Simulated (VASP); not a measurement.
Wanted: the native input for a VASP 6.6.1 run.

| Item | Value |
| --- | --- |
| Task | single point |
| Functional | PBEsol |
| Potentials or basis | VASP PAW PBE potentials, release 64 (C, Se) |
| Cutoff | 520 eV |
| k mesh | 2 × 2 × 1 |
| Occupations | fermi-dirac, width 0.05 eV |
| Spin | no spin polarisation |
| Dipole correction | no |
| Further INCAR settings | LREAL = Auto; ALGO = Normal; EDIFF = 1e-06; NBANDS = 54 |

The structure of C18Se lies in POSCAR:

```
C18Se
1.0
    7.3980000000      0.0000000000      0.0000000000
   -3.6990000000      6.4068560000      0.0000000000
    0.0000000000      0.0000000000     11.0000000000
C Se
18 1
Direct
   -0.0039859751      0.0009610109      0.0865863517
    0.2189601246      0.1130904125      0.0863700234
   -0.0014531419      0.3334672289      0.1129312074
    0.2230103357      0.4493927112      0.0918631939
   -0.0003433226      0.6727470252      0.0917779242
    0.2175982097      0.7800682359      0.0849443179
    0.3292360251      0.0028132942      0.0826744917
    0.5519573680      0.1144354818      0.0849725761
    0.3310614536      0.3359912056      0.0865949590
    0.5512204918      0.4457552625      0.0865904358
    0.3303373693      0.6673234418      0.0849905762
    0.5530825523      0.7789697450      0.0827137222
    0.6647189370      0.0016937065      0.0850102341
    0.8826502061      0.1090108597      0.0918308046
    0.6592645388      0.3323768594      0.0917570732
    0.8837004036      0.4482954050      0.1128514759
    0.6633637042      0.6686961838      0.0864065013
    0.8862521850      0.7808010211      0.0865921168
    0.9410102348      0.3908493090      0.2916331146
```

The input as run:

INCAR

```
SYSTEM = C18Se
PREC = Accurate
ENCUT = 520
EDIFF = 1E-6
ISMEAR = -1
SIGMA = 0.05
LREAL = Auto
LASPH = .TRUE.
NELM = 100
ALGO = Normal
ISIF = 2
LWAVE = .FALSE.
LCHARG = .TRUE.
GGA = PS
LELF = .TRUE.
LVHAR = .TRUE.
NBANDS = 54
```

KPOINTS

```
regular mesh
0
G
  2 2 1
  0 0 0
```

Potentials or basis: VASP PAW PBE potentials, release 64 (C, Se).

The run is started by

```sh
$ cat potpaw_PBE.64/C/POTCAR potpaw_PBE.64/Se/POTCAR > POTCAR
$ mpirun -np 1 vasp_std > vasp.out
```

It gave:

```json
{"Largest force": "0.052 eV/Å", "Band gap on the k mesh": "0.27 eV, direct"}
```

Caveat: the k points lie up to 0.49 Å⁻¹ apart; the PAW data sets were made with another functional, which shifts forces and pressure a little.

Wall time 4.1 min on 1 thread of AMD EPYC 7R13 Processor (Zen 3), on a shared host, peak memory 0.53 GiB.
